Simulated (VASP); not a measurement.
# CoPb (Pm-3m) in VASP: further runs

Runs on CoPb. Level: PBE. Tasks: single point, relaxation of cell and atoms.

Everything below comes from runs of VASP 6.6.1. Logs are shortened: lines on timing, memory, paths and dates and some standing lists are left out, and cuts for length are marked.

### Step 1. The cell of the first run

Symmetry: Pm-3m, No. 221, cubic system. The conventional cell has a = 3.306 Å, b = 3.306 Å, c = 3.306 Å, α = 90.00°, β = 90.00°, γ = 90.00°. Within 3.8 Å of Co (site symmetry m-3m) lie 8 Pb at 2.86 Å and 6 Co at 3.31 Å. Pb (site symmetry m-3m) has 8 Co at 2.86 Å and 6 Pb at 3.31 Å within 3.8 Å.

### Step 2. Single point, PBE, collinear spin, ferromagnetic start

INCAR

```
  PREC = Accurate
  ENCUT = 520
  EDIFF = 1E-7
  ISMEAR = 0
  SIGMA = 0.1
  LREAL = False
  LASPH = True
  NELM = 150
  ALGO = Normal
  ISIF = 2
  LWAVE = False
  LCHARG = False
  ISPIN = 2
  MAGMOM = 1.51 0
  LORBIT = 11
  LMAXMIX = 4
  GGA = PE
  NBANDS = 22
```

KPOINTS

```
regular mesh
0
Gamma
  6 6 6
```

POSCAR

```
CoPb
1.0
    3.3060195896      0.0000000000      0.0000000000
    0.0000000000      3.3060195896      0.0000000000
    0.0000000000      0.0000000000      3.3060195896
Co Pb
1 1
Direct
    0.0000000000      0.0000000000      0.0000000000
    0.5000000000      0.5000000000      0.5000000000
```

Potentials or basis: VASP PAW PBE potentials, release 64 (Co, Pb_d).

The run is started by

```console
$ cat potpaw_PBE.64/Co/POTCAR potpaw_PBE.64/Pb_d/POTCAR > POTCAR
$ mpirun -np 1 vasp_std > vasp.out
```

OUTCAR:

```text
PREC = Accurate
   ENCUT = 520
   EDIFF = 1E-7
   ISMEAR = 0
   LREAL = False
   LASPH = True
   NELM = 150
   ISIF = 2
   ISPIN = 2
   LORBIT = 11
   GGA = PE

 ion  position               nearest neighbor table
   1  0.000  0.000  0.000-   2 2.86   2 2.86   2 2.86   2 2.86   2 2.86   2 2.86   2 2.86   2 2.86

   2  0.500  0.500  0.500-   1 2.86   1 2.86   1 2.86   1 2.86   1 2.86   1 2.86   1 2.86   1 2.86

  LATTYP: Found a simple cubic cell.
 ALAT       =     3.3060195896

  Lattice vectors:

 A1 = (   3.3060195896,   0.0000000000,   0.0000000000)
 A2 = (   0.0000000000,   3.3060195896,   0.0000000000)
 A3 = (   0.0000000000,   0.0000000000,   3.3060195896)

Analysis of symmetry for initial positions (statically):
=====================================================================
 Subroutine PRICEL returns:
 Original cell was already a primitive cell.

 Routine SETGRP: Setting up the symmetry group for a
 simple cubic supercell.

 Subroutine GETGRP returns: Found 48 space group operations
 (whereof 48 operations were pure point group operations)
 out of a pool of 48 trial point group operations.

The static configuration has the point symmetry O_h .

Analysis of symmetry for dynamics (positions and initial velocities):
=====================================================================
 Subroutine PRICEL returns:
 Original cell was already a primitive cell.

 Routine SETGRP: Setting up the symmetry group for a
 simple cubic supercell.

 Subroutine GETGRP returns: Found 48 space group operations
 (whereof 48 operations were pure point group operations)
 out of a pool of 48 trial point group operations.

The dynamic configuration has the point symmetry O_h .

Analysis of structural, dynamic, and magnetic symmetry:
=====================================================================
 Subroutine PRICEL returns:
 Original cell was already a primitive cell.

 Routine SETGRP: Setting up the symmetry group for a
 simple cubic supercell.

 Subroutine GETGRP returns: Found 48 space group operations
 (whereof 48 operations were pure point group operations)
 out of a pool of 48 trial point group operations.

The overall configuration has the point symmetry O_h .

 Subroutine INISYM returns: Found 48 space group operations
 (whereof 48 operations are pure point group operations),
 and found     1 'primitive' translations

[... 111 lines left out ...]
  Fermi-wavevector in a.u.,A,eV,Ry     =   1.408247  2.661200 26.982506  1.983158
  Thomas-Fermi vector in A             =   2.530424
   LORBIT       =     11    0 simple, 1 ext, 2 COOP (PROOUT), +10 PAW based schemes
   GGA     = PE    functional components
   LHFCALC =     F    Hartree Fock is set to
   AEXX    =    0.0000 exact exchange contribution
   IVDW    =     0    specifies the selected vdW correction
   LEPSILON=     F    determine dielectric tensor
   LRPA    =     F    only Hartree local field effects (RPA)
 spin polarized calculation
 Gauss-broadening in eV      SIGMA  =   0.10
  energy-cutoff  :      520.00
  volume of cell :       36.13
 maximum number of plane-waves:       992
 NGX is ok and might be reduce to    28
   NGX = 13   NGY = 13   NGZ = 13

 number of electron      22.9999991 magnetization       0.9921961

 Free energy of the ion-electron system (eV)
  ---------------------------------------------------
  ext. energy  EPLUGINS =         0.00000000
  ---------------------------------------------------
  free energy    TOTEN  =        -9.44025642 eV

  energy without entropy =       -9.43688321  energy(sigma->0) =       -9.43856982

 E-fermi :   9.5940     XC(G=0): -11.8555

 val. band max:        9.4959897210   @ k =   0.3333   0.3333   0.1667
 cond. band min:       9.6532344212   @ k =   0.5000   0.5000   0.1667
 fundamental gap:      0.1572447001
 Fermi energy:         9.5940468645

 spin component 1

 k-point     1 :       0.0000    0.0000    0.0000
  band No.  band energies     occupation
      1      -7.5889      1.00000
      2      -7.5889      1.00000
      3      -7.1167      1.00000
      4      -7.1167      1.00000
      5      -7.1167      1.00000
      6      -2.6424      1.00000
[... 489 lines left out ...]
     21      32.2975      0.00000
     22      33.6592      0.00000
 Fermi energy:         9.5940468645

 spin component 2

 k-point     1 :       0.0000    0.0000    0.0000
  band No.  band energies     occupation
      1      -7.5946      1.00000
      2      -7.5946      1.00000
      3      -7.1223      1.00000
      4      -7.1223      1.00000
      5      -7.1223      1.00000
      6      -2.6849      1.00000
[... 489 lines left out ...]
     21      32.2573      0.00000
     22      33.5322      0.00000

------------------------ aborting loop because EDIFF is reached ----------------------------------------

  FORCE on cell =-STRESS in cart. coord.  units (eV):
  Direction    XX          YY          ZZ          XY          YZ          ZX
  --------------------------------------------------------------------------------------
  -------------------------------------------------------------------------------------
  Total        0.0448891      0.0448891      0.0448891      0.0000000      0.0000000     -0.0000000
  in kB        1.9903756      1.9903756      1.9903756      0.0000000      0.0000000     -0.0000000
  external PRESSURE =       1.9903756 kB  Pullay stress =       0.0000000 kB

 VOLUME and BASIS-vectors are now :
 -----------------------------------------------------------------------------
  energy-cutoff  :      520.00
  volume of cell :       36.13
      direct lattice vectors                 reciprocal lattice vectors
     3.306019590  0.000000000  0.000000000     0.302478546  0.000000000  0.000000000
     0.000000000  3.306019590  0.000000000     0.000000000  0.302478546  0.000000000
     0.000000000  0.000000000  3.306019590     0.000000000  0.000000000  0.302478546

 POSITION                                       TOTAL-FORCE (eV/Angst)
 -----------------------------------------------------------------------------------
      0.00000      0.00000      0.00000         0.000000      0.000000      0.000000
      1.65301      1.65301      1.65301         0.000000      0.000000      0.000000
 -----------------------------------------------------------------------------------
    total drift:                                0.000000      0.000000      0.000000

  FREE ENERGIE OF THE ION-ELECTRON SYSTEM (eV)
  ---------------------------------------------------
  free  energy   TOTEN  =        -9.4402564227 eV

  energy  without entropy=       -9.4368832124  energy(sigma->0) =       -9.43856982

 total charge

# of ion       s       p       d       tot
------------------------------------------
    1        0.328   0.258   7.433   8.019
    2        1.284   0.944   9.851  12.079
--------------------------------------------------
tot          1.612   1.202  17.284  20.098

 magnetization (x)

# of ion       s       p       d       tot
------------------------------------------
    1        0.015  -0.007   1.075   1.083
    2        0.015  -0.028  -0.008  -0.022
--------------------------------------------------
tot          0.030  -0.035   1.066   1.061
```

OSZICAR:

```text
N       E                     dE             d eps       ncg     rms          rms(c)
DAV:   1     0.195382299351E+03    0.19538E+03   -0.10439E+04  1816   0.132E+03
DAV:   2     0.343211318894E+01   -0.19195E+03   -0.18315E+03  1796   0.322E+02
DAV:   3    -0.962195672454E+01   -0.13054E+02   -0.12877E+02  2054   0.958E+01
DAV:   4    -0.995714731254E+01   -0.33519E+00   -0.33497E+00  2158   0.150E+01
DAV:   5    -0.997466983276E+01   -0.17523E-01   -0.17521E-01  2560   0.327E+00    0.746E+00
DAV:   6    -0.120358421390E+02   -0.20612E+01   -0.19823E+01  2060   0.397E+01    0.163E+01
DAV:   7    -0.943534422905E+01    0.26005E+01   -0.88244E+00  2042   0.295E+01    0.120E+00
DAV:   8    -0.944550649928E+01   -0.10162E-01   -0.21835E-01  2476   0.350E+00    0.904E-01
DAV:   9    -0.944091928868E+01    0.45872E-02   -0.18291E-02  2374   0.120E+00    0.357E-01
DAV:  10    -0.944019055271E+01    0.72874E-03   -0.32238E-03  2700   0.456E-01    0.982E-02
DAV:  11    -0.944025553847E+01   -0.64986E-04   -0.53056E-04  2424   0.210E-01    0.362E-02
DAV:  12    -0.944025662482E+01   -0.10864E-05   -0.23044E-05  2330   0.437E-02    0.151E-02
DAV:  13    -0.944025723904E+01   -0.61422E-06   -0.22725E-06  2226   0.125E-02    0.866E-03
DAV:  14    -0.944025681965E+01    0.41939E-06   -0.46388E-07  2188   0.533E-03    0.305E-03
DAV:  15    -0.944025648800E+01    0.33165E-06   -0.19406E-07  1482   0.383E-03    0.566E-04
DAV:  16    -0.944025642270E+01    0.65300E-07   -0.16466E-08  1144   0.109E-03
   1 F= -.94402564E+01 E0= -.94385698E+01  d E =-.337321E-02  mag=     0.9922
```

stdout:

```text
POSCAR found type information on POSCAR CoPb
 POSCAR found :  2 types and       2 ions
 scaLAPACK will be used
 LDA part: xc-table for (Slater+PW92), standard interpolation
 POSCAR, INCAR and KPOINTS ok, starting setup
 FFT: planning ... GRIDC
 FFT: planning ... GRID_SOFT
 FFT: planning ... GRID
 WAVECAR not read
 entering main loop
```

Run time: 22 s. Hardware: 1 thread of Intel Xeon Platinum 8559C (Emerald Rapids), shared host; peak memory 0.18 GiB.

What came out:

| Quantity | Value |
| --- | --- |
| Free energy | -9.4403 eV |
| Pressure | 0.2 GPa |
| Band gap on the k mesh | zero (filled and empty bands overlap) |
| Net moment | 0.99 μB per cell |
| Site moments | Co +1.08; Pb -0.02 μB |
| Valence electrons inside the program's atomic spheres | Co 8.02; Pb 12.08 |

Levels at points of the mesh, in eV from the Fermi level:
Spin up:
| k point | band 10 | band 11 | band 12 | band 13 | band 14 | band 15 |
| --- | --- | --- | --- | --- | --- | --- |
| (0.00, 0.00, 0.00) | -1.10 | -1.10 | 2.73 | 2.73 | 2.73 | 5.21 |
| (0.50, 0.00, 0.00) | -1.80 | -1.16 | -1.02 | 6.93 | 6.93 | 8.11 |
| (0.50, 0.50, 0.00) | -1.33 | -1.33 | -1.17 | -0.30 | 1.17 | 8.04 |
| (0.50, 0.50, 0.50) | -1.15 | -1.15 | 2.28 | 2.28 | 2.28 | 2.96 |
Spin down:
```
           k point  band 8  band 9  band 10  band 11  band 12  band 13  band 14  band 15
(0.00, 0.00, 0.00)   -1.10   -0.33    -0.33    -0.33     2.70     2.70     2.70     5.39
(0.50, 0.00, 0.00)   -1.15   -1.15    -1.08    -0.39     0.42     7.04     7.04     8.12
(0.50, 0.50, 0.00)   -3.53   -1.34    -0.58    -0.58     0.35     0.44     1.79     7.99
(0.50, 0.50, 0.50)   -3.24   -3.24     0.38     0.38     2.73     2.73     2.73     2.94
```

Caveat: spin-orbit coupling is left out, which moves the levels of the heavy elements.

### Step 3. Single point, PBE, collinear spin, ferromagnetic start

This run uses another cell than the first one, of 20.99 Å³/atom.

INCAR

```
ALGO = Normal ; EDIFF = 1E-6
ENCUT = 520 ; GGA = PE
ISIF = 2 ; ISMEAR = 0
ISPIN = 2 ; LASPH = T
LCHARG = F ; LMAXMIX = 4
LORBIT = 11 ; LREAL = F
LWAVE = F ; MAGMOM = 3 0
NBANDS = 22 ; NELM = 150
PREC = Accurate ; SIGMA = 0.1
```

KPOINTS

```
k-points
0
Gamma
  6 6 6
```

POSCAR

```
CoPb
1.0
    3.4753614741      0.0000000000      0.0000000000
    0.0000000000      3.4753614741      0.0000000000
    0.0000000000      0.0000000000      3.4753614741
Co Pb
1 1
Direct
    0.0000000000      0.0000000000      0.0000000000
    0.5000000000      0.5000000000      0.5000000000
```

Potentials or basis: VASP PAW PBE potentials, release 64 (Co, Pb_d).

The run is started by

```console
$ cat potpaw_PBE.64/Co/POTCAR potpaw_PBE.64/Pb_d/POTCAR > POTCAR
$ mpirun -np 1 vasp_std > vasp.out
```

It took 26 s on 1 thread of Intel Xeon Platinum 8559C (Emerald Rapids), shared host; peak memory 0.18 GiB.

Results (log left out):

```yaml
Free_energy: -9.2635 eV
Pressure: -8.4 GPa
Net_moment: 1.22 μB per cell
Site_moments: Co +1.35; Pb -0.03 μB
Valence_electrons_inside_the_program's_atomic_spheres: Co 7.86; Pb 11.97
```

Levels at points of the mesh, in eV from the Fermi level:
Spin up:
| k point | band 9 | band 10 | band 11 | band 12 | band 13 | band 14 | band 15 | band 16 |
| --- | --- | --- | --- | --- | --- | --- | --- | --- |
| (0.00, 0.00, 0.00) | -1.13 | -1.13 | -1.13 | 2.56 | 2.56 | 2.56 | 3.70 | 8.07 |
| (0.50, 0.00, 0.00) | -1.64 | -1.64 | -1.19 | -1.16 | 5.98 | 5.98 | 6.85 | 8.30 |
| (0.50, 0.50, 0.00) | -2.16 | -1.31 | -1.31 | -1.31 | -0.64 | 0.77 | 6.91 | 9.67 |
| (0.50, 0.50, 0.50) | -2.97 | -1.30 | -1.30 | 1.88 | 1.88 | 1.88 | 2.82 | 2.82 |
Spin down:
| k point | band 8 | band 9 | band 10 | band 11 | band 12 | band 13 | band 14 | band 15 |
| --- | --- | --- | --- | --- | --- | --- | --- | --- |
| (0.00, 0.00, 0.00) | -0.64 | -0.15 | -0.15 | -0.15 | 2.50 | 2.50 | 2.50 | 3.92 |
| (0.50, 0.00, 0.00) | -0.81 | -0.81 | -0.58 | -0.19 | 0.58 | 6.08 | 6.08 | 6.88 |
| (0.50, 0.50, 0.00) | -2.93 | -1.00 | -0.37 | -0.37 | 0.30 | 0.54 | 1.53 | 6.83 |
| (0.50, 0.50, 0.50) | -2.60 | -2.60 | 0.56 | 0.56 | 2.41 | 2.41 | 2.41 | 2.80 |

Caveat: the cell stands under tension; spin-orbit coupling is left out, which moves the levels of the heavy elements.

### Step 4. Relaxation of cell and atoms, PBE, collinear spin, ferromagnetic start

This run uses another cell than the first one, of 20.99 Å³/atom.

INCAR

```
SYSTEM = CoPb
PREC     = Accurate       ! precision mode
ENCUT    = 600            ! plane-wave cutoff, eV
EDIFF    = 1E-6           ! SCF threshold, eV
ISMEAR   = 0              ! smearing method
SIGMA    = 0.1            ! smearing width, eV
LREAL    = .False.        ! projectors in reciprocal space
LASPH    = .True.         ! aspherical terms in the spheres
NELM     = 150            ! most SCF steps
ALGO     = Normal         ! electronic algorithm
ISIF     = 3              ! what is computed and relaxed
LWAVE    = .False.        ! write WAVECAR
LCHARG   = .False.        ! write CHGCAR
ISPIN    = 2              ! spin polarisation
MAGMOM   = 1.51 0         ! initial moments
LORBIT   = 11             ! projections on sites
LMAXMIX  = 4              ! l up to which the mixer works
GGA      = PE             ! functional
IBRION   = 2              ! ionic algorithm
NSW      = 90             ! ionic steps
EDIFFG   = -0.04          ! ionic threshold
```

KPOINTS

```
Automatic mesh
0
Gamma
  6 6 6
  0 0 0
```

POSCAR is that of step 3.

The run is started by

```console
$ cat potpaw_PBE.64/Co/POTCAR potpaw_PBE.64/Pb_d/POTCAR > POTCAR
$ mpirun -np 1 vasp_std > vasp.out
```

Run time: 48 s. Hardware: 1 thread of Intel Xeon Platinum 8559C (Emerald Rapids), shared host; peak memory 0.19 GiB.

It converged, with:

| Quantity | Value |
| --- | --- |
| Free energy | -9.4414 eV |
| Relaxed volume | 18.13 Å³/atom |
| Relaxed cell | a = 3.310 Å, b = 3.310 Å, c = 3.310 Å, α = 90.00°, β = 90.00°, γ = 90.00° |
| Space group after relaxing (to 0.1 Å) | Pm-3m (No. 221) |
| Energy gained by relaxing | 89.0 meV/atom |
| Ionic steps | 3 |
| Pressure after relaxing | -0.1 GPa |
| Band gap on the k mesh | zero (filled and empty bands overlap) |
| Net moment | 0.99 μB per cell |
| Site moments | Co +1.09; Pb -0.02 μB |
| Valence electrons inside the program's atomic spheres | Co 8.02; Pb 12.08 |

The path:
```
step  energy change (eV)  largest force (eV/Å)  pressure (GPa)  volume (Å³)
   1              0.0000                0.0000           -8.37        41.98
   2             -0.1753                0.0000            1.58        35.66
   3             -0.1780                0.0000           -0.06        36.26
```

Final structure:
```
Co Pb
1.0
     3.30980    0.00000    0.00000
     0.00000    3.30980    0.00000
     0.00000    0.00000    3.30980
Co Pb
1 1
Direct
  0.00000 0.00000 0.00000
  0.50000 0.50000 0.50000
```

Levels at points of the mesh, in eV from the Fermi level:
Spin up:
```
           k point  band 10  band 11  band 12  band 13  band 14  band 15
(0.00, 0.00, 0.00)    -1.10    -1.10     2.73     2.73     2.73     5.18
(0.50, 0.00, 0.00)    -1.79    -1.15    -1.02     6.92     6.92     8.08
(0.50, 0.50, 0.00)    -1.32    -1.32    -1.16    -0.30     1.17     8.02
(0.50, 0.50, 0.50)    -1.14    -1.14     2.27     2.27     2.27     2.96
```
Spin down:
```csv
k point,band 7,band 8,band 9,band 10,band 11,band 12,band 13,band 14,band 15,band 16
"(0.00, 0.00, 0.00)",-1.08,-1.08,-0.32,-0.32,-0.32,2.70,2.70,2.70,5.36,9.05
"(0.50, 0.00, 0.00)",-6.23,-1.14,-1.14,-1.06,-0.38,0.43,7.02,7.02,8.10,9.48
"(0.50, 0.50, 0.00)",-3.51,-3.51,-1.33,-0.57,-0.57,0.36,0.44,1.79,7.97,10.16
"(0.50, 0.50, 0.50)",-3.22,-3.22,-3.22,0.39,0.39,2.73,2.73,2.73,2.94,2.94
```

Caveat: spin-orbit coupling is left out, which moves the levels of the heavy elements.

### Step 5. Single point, PBE, collinear spin, ferromagnetic start

This run uses another cell than the first one, of 18.18 Å³/atom.

INCAR

```
  ALGO = Fast
  EDIFF = 1E-7
  ENCUT = 520
  GGA = PE
  ISIF = 2
  ISMEAR = 0
  ISPIN = 2
  LASPH = True
  LCHARG = False
  LMAXMIX = 4
  LORBIT = 11
  LREAL = False
  LWAVE = False
  MAGMOM = 1.21 0
  NBANDS = 22
  NELM = 150
  PREC = Accurate
  SIGMA = 0.1
```

KPOINTS

```
k-points
0
Gamma
  16 16 16
```

POSCAR

```
CoPb
1.0
    3.3131960531      0.0000000000      0.0000000000
    0.0000000000      3.3131960531      0.0000000000
    0.0000000000      0.0000000000      3.3131960531
Co Pb
1 1
Direct
    0.0000000000      0.0000000000      0.0000000000
    0.5000000000      0.5000000000      0.5000000000
```

The run is started by

```console
$ cat potpaw_PBE.64/Co/POTCAR potpaw_PBE.64/Pb_d/POTCAR > POTCAR
$ mpirun -np 1 vasp_std > vasp.out
```

Run time: 3.7 min. Hardware: 1 thread of Intel Xeon Platinum 8559C (Emerald Rapids), shared host; peak memory 0.32 GiB.

The run converged. Its results:

| Property | Result |
| --- | --- |
| Free energy | -9.4346 eV |
| Pressure | -0.1 GPa |
| Net moment | 1.06 μB per cell |
| Site moments | Co +1.12; Pb -0.01 μB |
| Valence electrons inside the program's atomic spheres | Co 8.01; Pb 12.08 |

Levels at points of the mesh, in eV from the Fermi level:
Spin up:
```tsv
k point	band 8	band 9	band 10	band 11	band 12	band 13	band 14	band 15	band 16	band 17
(0.00, 0.00, 0.00)	-2.34	-1.16	-1.16	-1.16	2.70	2.70	2.70	5.12	8.78	8.78
(0.50, 0.00, 0.00)	-2.35	-1.84	-1.84	-1.21	-1.08	6.87	6.87	8.02	9.29	9.34
(0.50, 0.50, 0.00)	-3.46	-2.33	-1.37	-1.37	-1.22	-0.36	1.12	7.97	10.15	10.15
(0.50, 0.50, 0.50)	-3.53	-3.53	-1.20	-1.20	2.22	2.22	2.22	2.92	2.92	2.92
```
Spin down:
| k point | band 7 | band 8 | band 9 | band 10 | band 11 | band 12 | band 13 | band 14 | band 15 | band 16 |
| --- | --- | --- | --- | --- | --- | --- | --- | --- | --- | --- |
| (0.00, 0.00, 0.00) | -1.10 | -1.10 | -0.34 | -0.34 | -0.34 | 2.68 | 2.68 | 2.68 | 5.31 | 9.02 |
| (0.50, 0.00, 0.00) | -6.22 | -1.15 | -1.15 | -1.08 | -0.40 | 0.41 | 6.99 | 6.99 | 8.06 | 9.42 |
| (0.50, 0.50, 0.00) | -3.51 | -3.51 | -1.35 | -0.59 | -0.59 | 0.34 | 0.42 | 1.76 | 7.93 | 10.14 |
| (0.50, 0.50, 0.50) | -3.22 | -3.22 | -3.22 | 0.36 | 0.36 | 2.70 | 2.70 | 2.70 | 2.92 | 2.92 |

Caveat: spin-orbit coupling is left out, which moves the levels of the heavy elements.

### Step 6. The runs side by side

```tsv
task	cell	k mesh	cutoff (eV)	gap on the mesh (eV)	pressure (GPa)	moment (μB)
single point	a = 3.306 Å, 2 atoms	6 × 6 × 6	520	none	0.2	0.99
single point	a = 3.475 Å, 2 atoms	6 × 6 × 6	520	none	-8.4	1.22
relaxation of cell and atoms	relaxed from a = 3.475 Å, 2 atoms	6 × 6 × 6	600	none	-0.1	0.99
single point	a = 3.313 Å, 2 atoms	16 × 16 × 16	520	none	-0.1	1.06
```

Alike in all rows: level PBE; potentials or basis VASP PAW PBE potentials, release 64 (Co, Pb_d); spin collinear, ferromagnetic start; smearing gaussian 0.1 eV.

Caveats: spin-orbit coupling is left out, which moves the levels of the heavy elements; the cell stands under tension (at least some runs).

Absolute energies hang on the potentials; compare differences alone.

The gap in the log of VASP goes by the Fermi energy; the results here count the filled bands.